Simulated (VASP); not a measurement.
Input of a VASP 6.6.1 run:

File INCAR:

```
SYSTEM = C
PREC     = Accurate       ! precision mode
ENCUT    = 520            ! plane-wave cutoff, eV
EDIFF    = 1E-6           ! SCF threshold, eV
ISMEAR   = 0              ! smearing method
SIGMA    = 0.05           ! smearing width, eV
LREAL    = .False.        ! projectors in reciprocal space
LASPH    = .True.         ! aspherical terms in the spheres
NELM     = 60             ! most SCF steps
ALGO     = Normal         ! electronic algorithm
ISIF     = 2              ! what is computed and relaxed
LWAVE    = .False.        ! write WAVECAR
LCHARG   = .False.        ! write CHGCAR
NBANDS   = 11             ! bands
```

Contents of KPOINTS:

```
Automatic mesh
0
Gamma
  12 12 12
  0 0 0
```

The input POSCAR:

```
C
1.0
    1.2280263465      0.7090013417      3.3470108394
   -1.2280263465      0.7090013417      3.3470108394
    0.0000000000     -1.4180026834      3.3470108394
C
2
Direct
    0.1490612973      0.1490612973      0.1490612973
    0.8360000000      0.8360000000      0.8360000000
```

Potentials or basis: VASP PAW LDA potentials, release 64 (C).

Command:

```sh
$ cat potpaw_LDA.64/C/POTCAR > POTCAR
$ mpirun -np 1 vasp_std > vasp.out
```

Q: Predict the largest force.

A: 3.464 eV/Å.

Q: Estimate the pressure.

A: -5.8 GPa.

Stress tensor (GPa, compression positive):
```
-4.70  0.00  0.00
 0.00 -4.70  0.00
 0.00  0.00 -8.11
```

Caveat: the cell differs from its parent crystal (atom 1 (C) moved by (+0.000, -0.150) A along [1 1 0] and z); the cell stands under tension; forces of over 1 eV/Å act on the atoms, so gaps and moduli don't describe the material at rest.
